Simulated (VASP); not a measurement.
# BaO (rock salt type) (Fm-3m) in VASP: single point with PBE

Aim: the single point of BaO (rock salt type) with PBE.

Everything below comes from runs of VASP 6.6.1. Logs are shortened: lines on timing, memory, paths and dates and some standing lists are left out, and cuts for length are marked.

## Step 1: The cell of the first run

The structure is cubic, space group Fm-3m (No. 225). Conventional cell: a = 5.498 Å, b = 5.498 Å, c = 5.498 Å, α = 90.00°, β = 90.00°, γ = 90.00°. Ba (site symmetry m-3m) has 6 O at 2.75 Å within 3.6 Å. Within 3.6 Å of O (site symmetry m-3m) lie 6 Ba at 2.75 Å.

## Step 2: Single point, PBE

Input file INCAR:

```
SYSTEM = BaO
PREC = Accurate
ENCUT = 600
EDIFF = 1E-6
ISMEAR = -1
SIGMA = 0.06122561905347299
LREAL = .FALSE.
LASPH = .TRUE.
NELM = 120
ALGO = Normal
ISIF = 2
LWAVE = .FALSE.
LCHARG = .FALSE.
GGA = PE
NBANDS = 15
GGA_COMPAT = .FALSE.
```

Input file KPOINTS:

```
Automatic mesh
0
G
  34 34 34
  0 0 0
```

Input file POSCAR:

```
BaO
1.0
    0.0000000000      2.7489803432      2.7489803432
    2.7489803432      0.0000000000      2.7489803432
    2.7489803432      2.7489803432      0.0000000000
Ba O
1 1
Direct
    0.0000000000      0.0000000000      0.0000000000
    0.5000000000      0.5000000000      0.5000000000
```

Potentials or basis: VASP PAW PBE potentials, release 64 (Ba_sv, O).

Started as:

```console
cat potpaw_PBE.64/Ba_sv/POTCAR potpaw_PBE.64/O/POTCAR > POTCAR
mpirun -np 1 vasp_std > vasp.out
```

OUTCAR:

```text
SYSTEM = BaO
   PREC = Accurate
   ENCUT = 600
   EDIFF = 1E-6
   ISMEAR = -1
   LREAL = .FALSE.
   LASPH = .TRUE.
   NELM = 120
   ISIF = 2
   GGA = PE

 ion  position               nearest neighbor table
   1  0.000  0.000  0.000-   2 2.75   2 2.75   2 2.75   2 2.75   2 2.75   2 2.75
   2  0.500  0.500  0.500-   1 2.75   1 2.75   1 2.75   1 2.75   1 2.75   1 2.75

  LATTYP: Found a face centered cubic cell.
 ALAT       =     5.4979606864

  Lattice vectors:

 A1 = (   0.0000000000,   2.7489803432,   2.7489803432)
 A2 = (   2.7489803432,   0.0000000000,   2.7489803432)
 A3 = (   2.7489803432,   2.7489803432,   0.0000000000)

Analysis of symmetry for initial positions (statically):
=====================================================================
 Subroutine PRICEL returns:
 Original cell was already a primitive cell.

 Routine SETGRP: Setting up the symmetry group for a
 face centered cubic supercell.

 Subroutine GETGRP returns: Found 48 space group operations
 (whereof 48 operations were pure point group operations)
 out of a pool of 48 trial point group operations.

The static configuration has the point symmetry O_h .

Analysis of symmetry for dynamics (positions and initial velocities):
=====================================================================
 Subroutine PRICEL returns:
 Original cell was already a primitive cell.

 Routine SETGRP: Setting up the symmetry group for a
 face centered cubic supercell.

 Subroutine GETGRP returns: Found 48 space group operations
 (whereof 48 operations were pure point group operations)
 out of a pool of 48 trial point group operations.

The dynamic configuration has the point symmetry O_h .

 Subroutine INISYM returns: Found 48 space group operations
 (whereof 48 operations are pure point group operations),
 and found     1 'primitive' translations

----------------------------------------------------------------------------------------

                                     Primitive cell

  volume of cell :      41.5475

  direct lattice vectors                    reciprocal lattice vectors
     0.000000000  2.748980343  2.748980343    -0.181885622  0.181885622  0.181885622
     2.748980343  0.000000000  2.748980343     0.181885622 -0.181885622  0.181885622
     2.748980343  2.748980343  0.000000000     0.181885622  0.181885622 -0.181885622

  length of vectors
     3.887645284  3.887645284  3.887645284     0.315035139  0.315035139  0.315035139

  position of ions in fractional coordinates (direct lattice)
     0.000000000  0.000000000  0.000000000
     0.500000000  0.500000000  0.500000000

  ion indices of the primitive-cell ions
   primitive index   ion index
                 1           1
                 2           2

----------------------------------------------------------------------------------------

 KPOINTS: Automatic mesh

Automatic generation of k-mesh.
 Grid dimensions read from file:
 generate k-points for:   34   34   34

 Generating k-lattice:

  Cartesian coordinates                     Fractional coordinates (reciprocal lattice)
    -0.005349577  0.005349577  0.005349577     0.029411765  0.000000000  0.000000000
     0.005349577 -0.005349577  0.005349577     0.000000000  0.029411765  0.000000000
     0.005349577  0.005349577 -0.005349577     0.000000000  0.000000000  0.029411765

  Length of vectors
     0.009265739  0.009265739  0.009265739

  Shift w.r.t. Gamma in fractional coordinates (k-lattice)
     0.000000000  0.000000000  0.000000000

 Subroutine IBZKPT returns following result:
 ===========================================

 Found   1059 irreducible k-points:

 Following reciprocal coordinates:
            Coordinates               Weight
  0.000000  0.000000  0.000000      1.000000
  0.029412  0.000000  0.000000      8.000000
  0.058824  0.000000  0.000000      8.000000
  0.088235  0.000000  0.000000      8.000000
  0.117647  0.000000  0.000000      8.000000
  0.147059  0.000000  0.000000      8.000000
[... 16 lines left out ...]
  0.147059  0.029412  0.000000     24.000000
  0.176471  0.029412  0.000000     24.000000
 [... further k-points ...]
   k-points           NKPTS =   1059   k-points in BZ     NKDIM =   1059   number of bands    NBANDS=     15
   number of dos      NEDOS =    301   number of ions     NIONS =      2
   total plane-waves  NPLWV =  32768
   dimension x,y,z NGX =    32 NGY =   32 NGZ =   32
   dimension x,y,z NGXF=    64 NGYF=   64 NGZF=   64
   ions per type =               1   1
   NGX,Y,Z   is equivalent  to a cutoff of  13.68, 13.68, 13.68 a.u.
   NGXF,Y,Z  is equivalent  to a cutoff of  27.37, 27.37, 27.37 a.u.
 SYSTEM =  BaO
   PREC   = accura    normal or accurate (medium, high low for compatibility)
   ISTART =      0    job   : 0-new  1-cont  2-samecut
   ICHARG =      2    charge: 1-file 2-atom 10-const
   ISPIN  =      1    spin polarized calculation?
   LNONCOLLINEAR =      F non collinear calculations
   LSORBIT =      F    spin-orbit coupling
   LASPH  =      T    aspherical Exc in radial PAW
   ENCUT  =  600.0 eV  44.10 Ry    6.64 a.u.   7.76  7.76  7.76*2*pi/ulx,y,z
   NELM   =    120;   NELMIN=  2; NELMDL= -5     # of ELM steps
   EDIFF  = 0.1E-05   stopping-criterion for ELM
   LREAL  =      F    real-space projection
   EDIFFG = 0.1E-04   stopping-criterion for IOM
   NSW    =      0    number of steps for IOM
   IBRION =     -1    ionic relax: 0-MD 1-quasi-New 2-CG
   NFREE  =      0    steps in history (QN), initial steepest desc. (CG)
   ISIF   =      2    stress and relaxation
   ISYM   =      2    0-nonsym 1-usesym 2-fastsym
   POTIM  = 0.5000    time-step for ionic-motion
   TEBEG  =    0.0;   TEEND  =   0.0 temperature during run
   PSTRESS=    0.0 pullay stress
   NELECT =      16.0000    total number of electrons
   NUPDOWN=      -1.0000    fix difference up-down
   EMIN   =  10.00;   EMAX   =-10.00  energy-range for DOS
   EFERMI =   0.00;   METHOD = LEGACY
   ISMEAR =    -1;   SIGMA  =   0.06  broadening in eV -4-tet -1-fermi 0-gaus
   EFERMI_NEDOS =   21; number of points for ismear=-14 and -15
   IALGO  =     38    algorithm
   IMIX   =      4    mixing-type and parameters
     AMIX     =   0.40;   BMIX     =  1.00
     AMIX_MAG =   1.60;   BMIX_MAG =  1.00
  volume/ion in A,a.u.               =      20.77       140.19
  Fermi-wavevector in a.u.,A,eV,Ry     =   1.191059  2.250775 19.301510  1.418621
  Thomas-Fermi vector in A             =   2.327129
   LORBIT       =      0    0 simple, 1 ext, 2 COOP (PROOUT), +10 PAW based schemes
   GGA     = PE    functional components
   LHFCALC =     F    Hartree Fock is set to
   AEXX    =    0.0000 exact exchange contribution
   IVDW    =     0    specifies the selected vdW correction
   LEPSILON=     F    determine dielectric tensor
   LRPA    =     F    only Hartree local field effects (RPA)
 non-spin polarized calculation
  energy-cutoff  :      600.00
  volume of cell :       41.55
 maximum number of plane-waves:      1411
   NGX = 15   NGY = 15   NGZ = 15

 number of electron      15.9999997 magnetization

 Free energy of the ion-electron system (eV)
  ---------------------------------------------------
  ext. energy  EPLUGINS =         0.00000000
  ---------------------------------------------------
  free energy    TOTEN  =       -11.77076099 eV

  energy without entropy =      -11.77076098  energy(sigma->0) =      -11.77076098

 E-fermi :   3.0456     XC(G=0):  -9.7231

 val. band max:        2.0369726184   @ k =   0.5000   0.5000   0.0000
 cond. band min:       3.9328006049   @ k =   0.5000   0.5000   0.0000
 fundamental gap:      1.8958279865
 Fermi energy:         3.0455997278

 k-point     1 :       0.0000    0.0000    0.0000
  band No.  band energies     occupation
      1     -23.8827      2.00000
      2     -13.0503      2.00000
      3      -8.3494      2.00000
      4      -8.3494      2.00000
      5      -8.3494      2.00000
      6       1.6338      2.00000
      7       1.6338      2.00000
      8       1.6338      2.00000
      9       5.6758      0.00000
     10       6.7026      0.00000
     11       6.7026      0.00000
     12       6.7026      0.00000
     13       9.0255      0.00000
     14       9.0255      0.00000
     15      12.0223      0.00000

 k-point     2 :       0.0294    0.0000    0.0000
  band No.  band energies     occupation
      1     -23.8804      2.00000
      2     -13.0569      2.00000
      3      -8.3516      2.00000
      4      -8.3505      2.00000
      5      -8.3505      2.00000
      6       1.6120      2.00000
      7       1.6212      2.00000
      8       1.6212      2.00000
      9       5.7161      0.00000
     10       6.6913      0.00000
     11       6.7194      0.00000
     12       6.7194      0.00000
     13       9.0497      0.00000
     14       9.0497      0.00000
     15      12.0814      0.00000

 k-point     3 :       0.0588    0.0000    0.0000
  band No.  band energies     occupation
      1     -23.8736      2.00000
      2     -13.0766      2.00000
      3      -8.3581      2.00000
      4      -8.3538      2.00000
      5      -8.3538      2.00000
      6       1.5490      2.00000
      7       1.5841      2.00000
      8       1.5841      2.00000
      9       5.8338      0.00000
     10       6.6609      0.00000
     11       6.7696      0.00000
     12       6.7696      0.00000
     13       9.1213      0.00000
     14       9.1213      0.00000
     15      12.2546      0.00000

 k-point     4 :       0.0882    0.0000    0.0000
  band No.  band energies     occupation
      1     -23.8625      2.00000
      2     -13.1088      2.00000
      3      -8.3686      2.00000
      4      -8.3592      2.00000
      5      -8.3592      2.00000
      6       1.4514      2.00000
      7       1.5250      2.00000
      8       1.5250      2.00000
      9       6.0187      0.00000
     10       6.6222      0.00000
     11       6.8523      0.00000
     12       6.8523      0.00000
     13       9.2375      0.00000
     14       9.2375      0.00000
     15      12.5315      0.00000
[... 307 lines left out ...]
 k-point    22 :       0.1176    0.0294    0.0000
  band No.  band energies     occupation
      1     -23.8510      2.00000
      2     -13.1412      2.00000
      3      -8.3878      2.00000
      4      -8.3804      2.00000
      5      -8.3435      2.00000
      6       1.2966      2.00000
      7       1.4850      2.00000
      8       1.5182      2.00000
      9       6.1895      0.00000
     10       6.5315      0.00000
     11       6.9456      0.00000
     12       6.9987      0.00000
     13       9.2867      0.00000
     14       9.4279      0.00000
     15      12.8112      0.00000

 k-point    23 :       0.1471    0.0294    0.0000
  band No.  band energies     occupation
      1     -23.8335      2.00000
      2     -13.1907      2.00000
      3      -8.4046      2.00000
      4      -8.3917      2.00000
      5      -8.3493      2.00000
      6       1.1672      2.00000
      7       1.3893      2.00000
      8       1.4397      2.00000
      9       6.3833      0.00000
     10       6.5736      0.00000
     11       7.0710      0.00000
     12       7.1452      0.00000
     13       9.4556      0.00000
     14       9.6188      0.00000
     15      13.2237      0.00000

 k-point    24 :       0.1765    0.0294    0.0000
  band No.  band energies     occupation
      1     -23.8129      2.00000
      2     -13.2489      2.00000
      3      -8.4234      2.00000
      4      -8.4038      2.00000
      5      -8.3576      2.00000
      6       1.0289      2.00000
      7       1.2811      2.00000
      8       1.3473      2.00000
      9       6.4120      0.00000
     10       6.8322      0.00000
     11       7.2312      0.00000
     12       7.3181      0.00000
     13       9.6602      0.00000
     14       9.8376      0.00000
     15      13.6963      0.00000

 [... further k-points ...]
[... 5 lines left out ...]
  --------------------------------------------------------------------------------------
  -------------------------------------------------------------------------------------
  Total        1.2724558      1.2724558      1.2724558      0.0000000      0.0000000     -0.0000000
  in kB       49.0691345     49.0691345     49.0691345      0.0000000      0.0000000     -0.0000000
  external PRESSURE =      49.0691345 kB  Pullay stress =       0.0000000 kB

 VOLUME and BASIS-vectors are now :
 -----------------------------------------------------------------------------
  energy-cutoff  :      600.00
  volume of cell :       41.55
      direct lattice vectors                 reciprocal lattice vectors
     0.000000000  2.748980343  2.748980343    -0.181885622  0.181885622  0.181885622
     2.748980343  0.000000000  2.748980343     0.181885622 -0.181885622  0.181885622
     2.748980343  2.748980343  0.000000000     0.181885622  0.181885622 -0.181885622

 POSITION                                       TOTAL-FORCE (eV/Angst)
 -----------------------------------------------------------------------------------
      0.00000      0.00000      0.00000         0.000000      0.000000      0.000000
      2.74898      2.74898      2.74898        -0.000000     -0.000000     -0.000000
 -----------------------------------------------------------------------------------
    total drift:                                0.000000     -0.000000      0.000000

  FREE ENERGIE OF THE ION-ELECTRON SYSTEM (eV)
  ---------------------------------------------------
  free  energy   TOTEN  =       -11.7707609869 eV

  energy  without entropy=      -11.7707609818  energy(sigma->0) =      -11.77076098
```

Run time: 15 min. Hardware: 1 thread of AMD EPYC 7R43 (Zen 3), shared host; peak memory 0.81 GiB.

Results:

| Quantity | Value |
| --- | --- |
| Free energy | -11.7708 eV |
| Pressure | 4.9 GPa |
| Band gap on the k mesh | 1.90 eV |

Caveat: the cell stands under pressure; spin-orbit coupling is left out, which moves the levels of the heavy elements.
